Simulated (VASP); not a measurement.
A run of VASP 6.6.1:

INCAR

```
SYSTEM = Rb3SiS
PREC     = Accurate       ! precision mode
ENCUT    = 520            ! plane-wave cutoff, eV
EDIFF    = 1E-7           ! SCF threshold, eV
ISMEAR   = 0              ! smearing method
SIGMA    = 0.1            ! smearing width, eV
LREAL    = .FALSE.        ! projectors in reciprocal space
LASPH    = .TRUE.         ! aspherical terms in the spheres
NELM     = 60             ! most SCF steps
ALGO     = Normal         ! electronic algorithm
ISIF     = 2              ! what is computed and relaxed
LWAVE    = .FALSE.        ! write WAVECAR
LCHARG   = .FALSE.        ! write CHGCAR
GGA      = PE             ! functional
NBANDS   = 26             ! bands
```

File KPOINTS:

```
regular mesh
0
G
  6 6 6
  0 0 0
```

POSCAR

```
Rb3SiS
1.0
    6.3418795025      0.0000000000      0.0000000000
    0.0000000000      6.3418795025      0.0000000000
    0.0000000000      0.0000000000      6.3418795025
Rb Si S
3 1 1
Direct
    0.5000000000      0.5000000000      0.0000000000
    0.5000000000      0.0000000000      0.5000000000
    0.0000000000      0.5000000000      0.5000000000
    0.0000000000      0.0000000000      0.0000000000
    0.5000000000      0.5000000000      0.5000000000
```

Potentials or basis: VASP PAW PBE potentials, release 64 (Rb_sv, Si, S).

Launch:

```bash
$ cat potpaw_PBE.64/Rb_sv/POTCAR potpaw_PBE.64/Si/POTCAR potpaw_PBE.64/S/POTCAR > POTCAR
$ mpirun -np 1 vasp_std > vasp.out
```

Hardware: 1 thread of Intel Xeon 6975P-C, with other jobs on the host.

How long does it take, and how much memory?

It took 2.2 min on 1 thread of Intel Xeon 6975P-C, with other jobs on the host, peak memory 0.36 GiB. Counts: scf iterations 22, k points 20.
